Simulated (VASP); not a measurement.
# CaC (P6_3/mmc) in VASP: notebook

The runs below take CaC through single point, relaxation of cell and atoms, with PBE.

Program: VASP 6.6.1. These are calculated values, not measurements. Logs are shortened: lines on timing, memory, paths and dates and some standing lists are left out, and cuts for length are marked.

**1. The cell of the first run**

It takes space group P6_3/mmc (No. 194, hexagonal). Conventional cell: a = 4.293 Å, b = 4.293 Å, c = 3.728 Å, α = 90.00°, β = 90.00°, γ = 120.00°. Within 3.3 Å of Ca (site symmetry -6m2) lie 9 C at 2.48 to 3.10 Å and 6 Ca at 3.10 Å. C (site symmetry -6m2) has 2 C at 1.86 Å and 3 Ca at 2.48 Å within 2.5 Å.

**2. Single point, PBE**

Contents of INCAR:

```
SYSTEM = CaC
PREC = Accurate
ENCUT = 520
EDIFF = 1E-6
ISMEAR = 0
SIGMA = 0.1
LREAL = .FALSE.
LASPH = .TRUE.
NELM = 100
ALGO = Normal
ISIF = 2
LWAVE = .FALSE.
LCHARG = .FALSE.
GGA = PE
NBANDS = 22
```

Contents of KPOINTS:

```
Automatic mesh
0
G
  12 12 12
  0 0 0
```

Contents of POSCAR:

```
CaC
1.0
    4.2927424345      0.0000000000      0.0000000000
   -2.1463712173      3.7176240002      0.0000000000
    0.0000000000      0.0000000000      3.7281053554
Ca C
2 2
Direct
    0.3333333333      0.6666666667      0.2500000000
    0.6666666667      0.3333333333      0.7500000000
    0.0000000000      0.0000000000      0.2500000000
    0.0000000000      0.0000000000      0.7500000000
```

Potentials or basis: VASP PAW PBE potentials, release 64 (Ca_sv, C).

On the command line:

```console
$ cat potpaw_PBE.64/Ca_sv/POTCAR potpaw_PBE.64/C/POTCAR > POTCAR
$ mpirun -np 1 vasp_std > vasp.out
```

OUTCAR:

```text
SYSTEM = CaC
   PREC = Accurate
   ENCUT = 520
   EDIFF = 1E-6
   ISMEAR = 0
   LREAL = .FALSE.
   LASPH = .TRUE.
   NELM = 100
   ISIF = 2
   GGA = PE

 ion  position               nearest neighbor table
   1  0.333  0.667  0.250-   3 2.48   3 2.48   3 2.48   2 3.10   2 3.10   2 3.10   2 3.10   2 3.10
                             2 3.10
   2  0.667  0.333  0.750-   4 2.48   4 2.48   4 2.48   1 3.10   1 3.10   1 3.10   1 3.10   1 3.10
                             1 3.10
   3  0.000  0.000  0.250-   4 1.86   4 1.86   1 2.48   1 2.48   1 2.48
   4  0.000  0.000  0.750-   3 1.86   3 1.86   2 2.48   2 2.48   2 2.48

  LATTYP: Found a hexagonal cell.
 ALAT       =     4.2927424345
 C/A-ratio  =     0.8684670493

  Lattice vectors:

 A1 = (   4.2927424345,   0.0000000000,   0.0000000000)
 A2 = (  -2.1463712173,   3.7176240002,   0.0000000000)
 A3 = (   0.0000000000,   0.0000000000,   3.7281053554)

Analysis of symmetry for initial positions (statically):
=====================================================================
 Subroutine PRICEL returns:
 Original cell was already a primitive cell.

 Routine SETGRP: Setting up the symmetry group for a
 hexagonal supercell.

 Subroutine GETGRP returns: Found 24 space group operations
 (whereof 12 operations were pure point group operations)
 out of a pool of 24 trial point group operations.

The static configuration has the point symmetry D_3d.
 The point group associated with its full space group is D_6h.

Analysis of symmetry for dynamics (positions and initial velocities):
=====================================================================
 Subroutine PRICEL returns:
 Original cell was already a primitive cell.

 Routine SETGRP: Setting up the symmetry group for a
 hexagonal supercell.

 Subroutine GETGRP returns: Found 24 space group operations
 (whereof 12 operations were pure point group operations)
 out of a pool of 24 trial point group operations.

The dynamic configuration has the point symmetry D_3d.
 The point group associated with its full space group is D_6h.

 Subroutine INISYM returns: Found 24 space group operations
 (whereof 12 operations are pure point group operations),
 and found     1 'primitive' translations

----------------------------------------------------------------------------------------

                                     Primitive cell

  volume of cell :      59.4961
[... 86 lines left out ...]
   ICHARG =      2    charge: 1-file 2-atom 10-const
   ISPIN  =      1    spin polarized calculation?
   LNONCOLLINEAR =      F non collinear calculations
   LSORBIT =      F    spin-orbit coupling
   LASPH  =      T    aspherical Exc in radial PAW
   ENCUT  =  520.0 eV  38.22 Ry    6.18 a.u.   7.98  7.98  6.93*2*pi/ulx,y,z
   NELM   =    100;   NELMIN=  2; NELMDL= -5     # of ELM steps
   EDIFF  = 0.1E-05   stopping-criterion for ELM
   LREAL  =      F    real-space projection
   EDIFFG = 0.1E-04   stopping-criterion for IOM
   NSW    =      0    number of steps for IOM
   IBRION =     -1    ionic relax: 0-MD 1-quasi-New 2-CG
   NFREE  =      0    steps in history (QN), initial steepest desc. (CG)
   ISIF   =      2    stress and relaxation
   ISYM   =      2    0-nonsym 1-usesym 2-fastsym
   POTIM  = 0.5000    time-step for ionic-motion
   TEBEG  =    0.0;   TEEND  =   0.0 temperature during run
   PSTRESS=    0.0 pullay stress
   NELECT =      28.0000    total number of electrons
   NUPDOWN=      -1.0000    fix difference up-down
   EMIN   =  10.00;   EMAX   =-10.00  energy-range for DOS
   EFERMI =   0.00;   METHOD = LEGACY
   ISMEAR =     0;   SIGMA  =   0.10  broadening in eV -4-tet -1-fermi 0-gaus
   EFERMI_NEDOS =   21; number of points for ismear=-14 and -15
   IALGO  =     38    algorithm
   IMIX   =      4    mixing-type and parameters
     AMIX     =   0.40;   BMIX     =  1.00
     AMIX_MAG =   1.60;   BMIX_MAG =  1.00
  volume/ion in A,a.u.               =      14.87       100.37
  Fermi-wavevector in a.u.,A,eV,Ry     =   1.273400  2.406376 22.062478  1.621546
  Thomas-Fermi vector in A             =   2.406225
   LORBIT       =      0    0 simple, 1 ext, 2 COOP (PROOUT), +10 PAW based schemes
   GGA     = PE    functional components
   LHFCALC =     F    Hartree Fock is set to
   AEXX    =    0.0000 exact exchange contribution
   IVDW    =     0    specifies the selected vdW correction
   LEPSILON=     F    determine dielectric tensor
   LRPA    =     F    only Hartree local field effects (RPA)
 non-spin polarized calculation
 Gauss-broadening in eV      SIGMA  =   0.10
  energy-cutoff  :      520.00
  volume of cell :       59.50
 maximum number of plane-waves:      1626
 NGX is ok and might be reduce to    32
   NGX = 15   NGY = 15   NGZ = 13

 number of electron      27.9999996 magnetization

 Free energy of the ion-electron system (eV)
  ---------------------------------------------------
  ext. energy  EPLUGINS =         0.00000000
  ---------------------------------------------------
  free energy    TOTEN  =       -18.42400151 eV

  energy without entropy =      -18.41937213  energy(sigma->0) =      -18.42168682

 E-fermi :   5.1935     XC(G=0): -10.4994

 val. band max:        5.1840486176   @ k =   0.3333   0.2500   0.2500
 cond. band min:       5.2116125352   @ k =   0.3333   0.3333   0.0000
 fundamental gap:      0.0275639176
 Fermi energy:         5.1935225868

 k-point     1 :       0.0000    0.0000    0.0000
  band No.  band energies     occupation
      1     -35.4160      2.00000
      2     -35.1726      2.00000
      3     -16.6842      2.00000
      4     -16.5994      2.00000
      5     -16.5994      2.00000
      6     -16.1601      2.00000
[... 589 lines left out ...]
     21      10.0035      0.00000
     22      10.6143      0.00000

 [... further k-points ...]
[... 5 lines left out ...]
  --------------------------------------------------------------------------------------
  -------------------------------------------------------------------------------------
  Total        0.1580082      0.1580082      0.0581037     -0.0000000      0.0000000      0.0000000
  in kB        4.2550223      4.2550223      1.5646818     -0.0000000      0.0000000      0.0000000
  external PRESSURE =       3.3582421 kB  Pullay stress =       0.0000000 kB

 VOLUME and BASIS-vectors are now :
 -----------------------------------------------------------------------------
  energy-cutoff  :      520.00
  volume of cell :       59.50
      direct lattice vectors                 reciprocal lattice vectors
     4.292742435  0.000000000  0.000000000     0.232951316  0.134494505  0.000000000
    -2.146371217  3.717624000  0.000000000     0.000000000  0.268989010  0.000000000
     0.000000000  0.000000000  3.728105355     0.000000000  0.000000000  0.268232763

 POSITION                                       TOTAL-FORCE (eV/Angst)
 -----------------------------------------------------------------------------------
     -0.00000      2.47842      0.93203         0.000000      0.000000      0.000000
      2.14637      1.23921      2.79608        -0.000000     -0.000000      0.000000
      0.00000      0.00000      0.93203         0.000000     -0.000000      0.000000
      0.00000      0.00000      2.79608        -0.000000      0.000000      0.000000
 -----------------------------------------------------------------------------------
    total drift:                               -0.000000      0.000000     -0.000000

  FREE ENERGIE OF THE ION-ELECTRON SYSTEM (eV)
  ---------------------------------------------------
  free  energy   TOTEN  =       -18.4240015124 eV

  energy  without entropy=      -18.4193721265  energy(sigma->0) =      -18.42168682
```

OSZICAR:

```text
N       E                     dE             d eps       ncg     rms          rms(c)
DAV:   1     0.236043474422E+03    0.23604E+03   -0.14114E+04  5852   0.126E+03
DAV:   2    -0.305960554144E+01   -0.23910E+03   -0.23204E+03  6458   0.357E+02
DAV:   3    -0.189963832166E+02   -0.15937E+02   -0.15726E+02 10768   0.765E+01
DAV:   4    -0.195213031121E+02   -0.52492E+00   -0.52325E+00  8024   0.126E+01
DAV:   5    -0.195368017188E+02   -0.15499E-01   -0.15497E-01  8840   0.187E+00    0.713E+00
DAV:   6    -0.184786974141E+02    0.10581E+01   -0.45759E+00  7748   0.781E+00    0.307E+00
DAV:   7    -0.184367894854E+02    0.41908E-01   -0.26961E-01  7676   0.357E+00    0.179E+00
DAV:   8    -0.184240274739E+02    0.12762E-01   -0.53210E-02  7874   0.194E+00    0.200E-01
DAV:   9    -0.184237506712E+02    0.27680E-03   -0.62903E-03  9888   0.478E-01    0.111E-01
DAV:  10    -0.184239204001E+02   -0.16973E-03   -0.52396E-04  7568   0.134E-01    0.442E-02
DAV:  11    -0.184240007585E+02   -0.80358E-04   -0.13653E-04  7000   0.819E-02    0.104E-02
DAV:  12    -0.184240015124E+02   -0.75392E-06   -0.64553E-06  8238   0.195E-02
   1 F= -.18424002E+02 E0= -.18421687E+02  d E =-.462939E-02
```

It took 1.7 min on 1 thread of Intel Xeon Platinum 8488C (Sapphire Rapids), shared host; peak memory 0.28 GiB.

What came out:

```yaml
Free_energy: -18.4240 eV
Pressure: 0.3 GPa
Band_gap_on_the_k_mesh: zero (band 14 reaches 5.59 eV, above the bottom of band 15 at 4.91 eV)
```

**3. Single point, PBE**

Contents of INCAR:

```
PREC     = Accurate       # precision mode
ENCUT    = 520            # plane-wave cutoff, eV
EDIFF    = 1E-6           # SCF threshold, eV
ISMEAR   = 0              # smearing method
SIGMA    = 0.1            # smearing width, eV
LREAL    = F              # projectors in reciprocal space
LASPH    = T              # aspherical terms in the spheres
NELM     = 100            # most SCF steps
ALGO     = Normal         # electronic algorithm
ISIF     = 2              # what is computed and relaxed
LWAVE    = F              # write WAVECAR
LCHARG   = F              # write CHGCAR
GGA      = PE             # functional
NBANDS   = 22             # bands
```

Contents of KPOINTS:

```
Automatic mesh
0
Gamma
  12 12 12
```

POSCAR is that of step 2.

Potentials or basis: VASP PAW PBE potentials, release 64 (Ca_sv, C).

On the command line:

```console
$ cat potpaw_PBE.64/Ca_sv/POTCAR potpaw_PBE.64/C/POTCAR > POTCAR
$ mpirun -np 1 vasp_std > vasp.out
```

It took 1.9 min on 1 thread of Intel Xeon Platinum 8488C (Sapphire Rapids), shared host; peak memory 0.28 GiB.

The run converged. Its results:

* Free energy: -18.4240 eV
* Pressure: 0.3 GPa
* Band gap on the k mesh: zero (band 14 reaches 5.59 eV, above the bottom of band 15 at 4.91 eV)

Stress tensor (GPa, compression positive):
```
0.43 0.00 0.00
0.00 0.43 0.00
0.00 0.00 0.16
```

Levels at points of the mesh, in eV from the Fermi level:
```tsv
k point	band 12	band 13	band 14	band 15	band 16	band 17
(0.00, 0.00, 0.00)	-3.78	-3.78	0.07	1.13	1.13	1.76
(0.50, 0.00, 0.00)	-3.94	-3.16	-0.86	1.69	2.25	2.33
(0.00, 0.00, 0.50)	-2.18	-2.18	-2.18	2.42	2.42	3.64
(0.50, 0.00, 0.50)	-2.46	-1.48	-1.48	2.55	2.55	2.89
```

**4. Relaxation of cell and atoms, PBE**

This run uses another cell than the first one, of 15.70 Å³/atom, 1.056 times its volume.

Contents of INCAR:

```
ALGO     = Normal         # electronic algorithm
EDIFF    = 1E-6           # SCF threshold, eV
EDIFFG   = -0.01          # ionic threshold
ENCUT    = 600            # plane-wave cutoff, eV
GGA      = PE             # functional
IBRION   = 2              # ionic algorithm
ISIF     = 3              # what is computed and relaxed
ISMEAR   = 0              # smearing method
LASPH    = True           # aspherical terms in the spheres
LCHARG   = False          # write CHGCAR
LREAL    = False          # projectors in reciprocal space
LWAVE    = False          # write WAVECAR
NELM     = 100            # most SCF steps
NSW      = 100            # ionic steps
PREC     = Accurate       # precision mode
SIGMA    = 0.1            # smearing width, eV
```

Contents of KPOINTS:

```
k-points
0
Gamma
  12 12 12
```

Contents of POSCAR:

```
CaC
1.0
    4.2680389465      0.0000000000      0.0000000000
   -2.1340194733      3.6962301521      0.0000000000
    0.0000000000      0.0000000000      3.9807497870
Ca C
2 2
Direct
    0.3333333333      0.6666666667      0.2500000000
    0.6666666667      0.3333333333      0.7500000000
    0.0000000000      0.0000000000      0.2500000000
    0.0000000000      0.0000000000      0.7500000000
```

On the command line:

```console
$ cat potpaw_PBE.64/Ca_sv/POTCAR potpaw_PBE.64/C/POTCAR > POTCAR
$ mpirun -np 1 vasp_std > vasp.out
```

Wall time 8.7 min (1 thread of Intel Xeon Platinum 8488C (Sapphire Rapids), shared host); peak memory 0.34 GiB.

It converged, with:

```
Free energy                            : -18.4272 eV
Relaxed volume                         : 14.93 Å³/atom
Relaxed cell                           : a = 4.300 Å, b = 4.300 Å, c = 3.729 Å, α = 90.00°, β = 90.00°, γ = 120.00°
Space group after relaxing (to 0.05 Å) : P6_3/mmc (No. 194)
Energy gained by relaxing              : 31.7 meV/atom
Ionic steps                            : 6
Pressure after relaxing                : 0.0 GPa
Band gap on the k mesh                 : zero (band 14 reaches 5.56 eV, above the bottom of band 15 at 4.89 eV)
```

Step by step:
| step | energy change (eV) | largest force (eV/Å) | pressure (GPa) | volume (Å³) |
| --- | --- | --- | --- | --- |
| 1 | 0.0000 | 0.0000 | -1.97 | 62.80 |
| 2 | -0.1128 | 0.0000 | -1.24 | 61.01 |
| 3 | -0.1254 | 0.0000 | -0.76 | 60.31 |
| 4 | -0.1256 | 0.0000 | -0.67 | 60.21 |
| 5 | -0.1267 | 0.0000 | 0.18 | 59.58 |
| 6 | -0.1268 | 0.0000 | 0.03 | 59.70 |

Final structure:
```
Ca C
1.0
     4.29979    0.00000    0.00000
    -2.14990    3.72373    0.00000
     0.00000    0.00000    3.72873
Ca C
2 2
Direct
  0.33333 0.66667 0.25000
  0.66667 0.33333 0.75000
  0.00000 0.00000 0.25000
  0.00000 0.00000 0.75000
```

Levels at points of the mesh, in eV from the Fermi level:
```tsv
k point	band 10	band 11	band 12	band 13	band 14	band 15	band 16	band 17	band 18
(0.00, 0.00, 0.00)	-5.13	-4.72	-3.78	-3.78	0.04	1.13	1.13	1.74	3.29
(0.50, 0.00, 0.00)	-5.33	-4.71	-3.95	-3.16	-0.86	1.67	2.24	2.32	2.49
(0.00, 0.00, 0.50)	-10.74	-2.18	-2.18	-2.18	-2.18	2.40	2.40	3.62	3.62
(0.50, 0.00, 0.50)	-10.49	-2.46	-2.46	-1.49	-1.49	2.53	2.53	2.88	2.88
```
